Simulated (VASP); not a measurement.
Re, 2 atoms in the cell. Symmetry: Fd-3m, No. 227, cubic system. Conventional cell: a = 5.614 Å, b = 5.614 Å, c = 5.614 Å, α = 90.00°, β = 90.00°, γ = 90.00°. Within 3.2 Å of Re (site symmetry -43m) lie 4 Re at 2.43 Å. This isn't the form of Re at room conditions, which is hcp.

```yaml
Program: VASP 6.6.1
Task: single point
Functional: r2SCAN
Potentials_or_basis: VASP PAW PBE potentials, release 64 (Re)
Cutoff: 660 eV
k_mesh: 8 × 8 × 8
Occupations: methfessel-paxton, width 0.05 eV
Spin: no spin polarisation
Dipole_correction: no
Further_INCAR_settings: ALGO = Normal; EDIFF = 1e-06; NBANDS = 14
```

Potentials or basis: VASP PAW PBE potentials, release 64 (Re).

Command:

```console
$ cat potpaw_PBE.64/Re/POTCAR > POTCAR
$ cp INCAR.step1 INCAR
$ mpirun -np 1 vasp_std > vasp.out
$ cp INCAR.step2 INCAR
$ mpirun -np 1 vasp_std > vasp.out
```

Hardware: 1 thread of Intel(R) Xeon(R) 6975P-C (Granite Rapids), on a shared host.

Q: How long does it take, and how much memory?

A: Wall time 97 s on 1 thread of Intel(R) Xeon(R) 6975P-C (Granite Rapids), with other jobs on the host, peak memory 0.22 GiB. Counts: k points 29.
